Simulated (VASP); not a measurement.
A run of VASP 6.6.1 is set up as follows.

The input POSCAR:

```
Sr2TeS
1.0
    2.2687732711      1.3098768588      7.4742256045
   -2.2687732711      1.3098768588      7.4742256045
    0.0000000000     -2.6197537176      7.4742256045
S Te Sr
1 1 2
Direct
    1.0000000000      0.0000000000      0.0000000000
    0.5000000000      0.5000000000      0.5000000000
    0.2577830260      0.2577830260      0.2577830260
    0.7422169740      0.7422169740      0.7422169740
```

The input INCAR.step1:

```
PREC = Accurate ; ENCUT = 520
ISMEAR = 0 ; SIGMA = 0.01
LREAL = F ; LASPH = T
NELM = 60 ; NBANDS = 24
GGA = PE ; ALGO = Normal
EDIFF = 1E-4 ; LWAVE = T
LCHARG = F
```

Contents of INCAR.step2:

```
PREC = Accurate ; ENCUT = 520
EDIFF = 1E-7 ; ISMEAR = 0
SIGMA = 0.01 ; LREAL = F
LASPH = T ; NELM = 60
ALGO = Normal ; ISIF = 2
LWAVE = F ; LCHARG = F
METAGGA = R2SCAN ; LMIXTAU = T
NBANDS = 24 ; ISTART = 1
```

KPOINTS

```
regular mesh
0
Gamma
  6 6 6
```

Potentials or basis: VASP PAW PBE potentials, release 64 (S, Te, Sr_sv).

The run is started by

```console
$ cat potpaw_PBE.64/S/POTCAR potpaw_PBE.64/Te/POTCAR potpaw_PBE.64/Sr_sv/POTCAR > POTCAR
$ cp INCAR.step1 INCAR
$ mpirun -np 1 vasp_std > vasp.out
$ cp INCAR.step2 INCAR
$ mpirun -np 1 vasp_std > vasp.out
```

**Question.** Estimate the pressure.

**Answer.** -1.1 GPa.

**Question.** What does it give for the band gap on the k mesh?

**Answer.** 2.12 eV (least direct gap 2.73 eV).

**Question.** What does it give for the largest force?

**Answer.** 0.019 eV/Å.

Forces in eV/Å, atoms in the order of the input:
```
S    0.000  0.000  0.000
Te   0.000  0.000  0.000
Sr   0.000  0.000 -0.019
Sr   0.000  0.000  0.019
```

Caveat: the PAW data sets were made with another functional, which shifts forces and pressure a little; spin-orbit coupling is left out, which moves the levels of the heavy elements. A k mesh can miss the band edges.
